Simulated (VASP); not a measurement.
Here is a VASP 6.6.1 calculation.

INCAR

```
SYSTEM = Ti3Al
PREC = Accurate
ENCUT = 520
EDIFF = 1E-6
ISMEAR = 0
SIGMA = 0.1
LREAL = .False.
LASPH = .True.
NELM = 100
ALGO = Fast
ISIF = 2
LWAVE = .False.
LCHARG = .False.
GGA = PS
NBANDS = 28
```

The input KPOINTS:

```
Automatic mesh
0
Gamma
  12 12 12
  0 0 0
```

Contents of POSCAR:

```
Ti3Al
1.0
    0.0000000000      3.1847926517      3.1847926517
    3.1847926517      0.0000000000      3.1847926517
    3.1847926517      3.1847926517      0.0000000000
Ti Al
3 1
Direct
    0.7500000000      0.7500000000      0.7500000000
    0.2500000000      0.2500000000      0.2500000000
    0.0000000000      0.0000000000      0.0000000000
    0.5000000000      0.5000000000      0.5000000000
```

Potentials or basis: VASP PAW PBE potentials, release 64 (Ti_sv, Al).

The run is started by

```sh
$ cat potpaw_PBE.64/Ti_sv/POTCAR potpaw_PBE.64/Al/POTCAR > POTCAR
$ mpirun -np 1 vasp_std > vasp.out
```

Q: What does it give for the pressure?

A: -0.1 GPa.

Q: What does it give for the band gap on the k mesh?

A: Zero (an odd number of electrons rules out a gap without spin polarisation).

Caveat: the PAW data sets were made with another functional, which shifts forces and pressure a little.
